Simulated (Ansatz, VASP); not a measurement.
# Two plane-wave programs on Nb3GaSe2

```xyz
6
Lattice="3.1745 0.0000 0.0000 0.0000 3.1745 0.0000 0.0000 0.0000 10.0387" Properties=species:S:1:pos:R:3 pbc="T T T"
Nb    1.5872    1.5872    1.6854
Nb    1.5872    1.5872    5.0193
Nb    1.5872    1.5872    8.3533
Ga    0.0000    0.0000    0.0000
Se    0.0000    0.0000    3.3685
Se    0.0000    0.0000    6.6702
```

Change from the starting cell: species swapped into the Al3Ni2Pt type (P4/mmm, No. 123).

Alike in both runs: functional PBE; k mesh 12 × 12 × 4; occupations gaussian, width 0.1 eV; no spin polarisation.

Ansatz relaxed the structure, and its values are those at the end. VASP's run is a single point on that final structure, the one shown.

|  | VASP | Ansatz |
| --- | --- | --- |
| version | VASP 6.6.1 | Ansatz 0.2.0 |
| potentials or method | VASP PAW PBE potentials, release 64 (Nb_sv, Ga_d, Se), cutoff 520 eV | scalar-relativistic, plane waves, PAW |
| valence electrons in the cell | 64 | 84 |

Ansatz gave:

- gap on the k mesh at the Fermi level (eV): none
- pressure (GPa): 0.0
- rms of the force components (eV/Å): 0.001

**Question.** Which values does VASP return?

**Answer.** gap on the k mesh at the Fermi level (eV): none; pressure (GPa): -0.1; rms of the force components (eV/Å): 0.005.

A gap of «none» marks a metal or a gap that the smearing closes. With one functional, cell and mesh, what is left measures potentials, basis and numerics. VASP's potentials hold 64 valence electrons a cell and Ansatz's 84, so a difference there can come from the potentials and not from the codes.
